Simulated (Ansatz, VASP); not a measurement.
# BAs: VASP beside Ansatz

File POSCAR:

```
BAs
1.0
    0.0000000000      2.3885000000      2.4840400000
    2.3885000000      0.0000000000      2.4840400000
    2.3885000000      2.3885000000      0.0000000000
B As
1 1
Direct
    0.0000000000      0.0000000000      0.0000000000
    0.7500000000      0.7500000000      0.7500000000
```

File INCAR.step1:

```
PREC     = Accurate       # precision mode
ENCUT    = 520            # plane-wave cutoff, eV
ISMEAR   = 0              # smearing method
SIGMA    = 0.05           # smearing width, eV
LREAL    = F              # projectors in reciprocal space
LASPH    = T              # aspherical terms in the spheres
NELM     = 60             # most SCF steps
NBANDS   = 11             # bands
GGA      = PE             # functional
ALGO     = Normal         # electronic algorithm
EDIFF    = 1E-4           # SCF threshold, eV
LWAVE    = T              # write WAVECAR
LCHARG   = F              # write CHGCAR
```

Contents of INCAR.step2:

```
PREC     = Accurate       # precision mode
ENCUT    = 520            # plane-wave cutoff, eV
EDIFF    = 1E-7           # SCF threshold, eV
ISMEAR   = 0              # smearing method
SIGMA    = 0.05           # smearing width, eV
LREAL    = F              # projectors in reciprocal space
LASPH    = T              # aspherical terms in the spheres
NELM     = 60             # most SCF steps
ALGO     = Normal         # electronic algorithm
ISIF     = 2              # what is computed and relaxed
LWAVE    = F              # write WAVECAR
LCHARG   = T              # write CHGCAR
METAGGA  = R2SCAN         # meta-GGA
LMIXTAU  = T            
LELF     = T              # ELF
LVHAR    = T            
NBANDS   = 11             # bands
ISTART   = 1
```

KPOINTS

```
regular mesh
0
Gamma
  10 10 10
```

Input for Ansatz:

```yaml
crystal:
  lattice:
    - [0.0, 2.3885, 2.48404]
    - [2.3885, 0.0, 2.48404]
    - [2.3885, 2.3885, 0.0]
  atoms:
    - { symbol: B, position: [0.0, 0.0, 0.0] }
    - { symbol: As, position: [0.75, 0.75, 0.75] }
basis:
  ecutwfc: 500
kpoints:
  mp_grid: { grid: [10, 10, 10] }
hamiltonian:
  xc: r2scan
scf:
  occupations: { method: gaussian, width: 0.05 }
output:
  forces: true
  stress: true
  eigenvalues: true
```

Change from the starting cell: strain +0.000 along x and y, +0.040 along z, atoms carried along.

Alike in both runs: task single point; functional r2SCAN; k mesh 10 × 10 × 10; occupations gaussian, width 0.05 eV; no spin polarisation.

```csv
,VASP,Ansatz
version,VASP 6.6.1,Ansatz 0.2.0
potentials or method,"VASP PAW PBE potentials, release 64 (B, As), cutoff 520 eV","scalar-relativistic, plane waves, PAW"
valence electrons in the cell,8,18
```

```csv
,VASP,Ansatz,Ansatz less VASP
gap on the k mesh at the Fermi level (eV),1.11,1.10,-0.001
least direct gap on the mesh (eV),3.18,3.18,-0.004
pressure (GPa),-4.4,-4.6,-0.17
"traceless stress, the component that is largest in VASP (GPa)",-5.94,-5.94,-0.005
```

VASP's potentials were made for PBE, not for r2SCAN. VASP's potentials hold 8 valence electrons a cell and Ansatz's 18, so a difference there can come from the potentials and not from the codes.
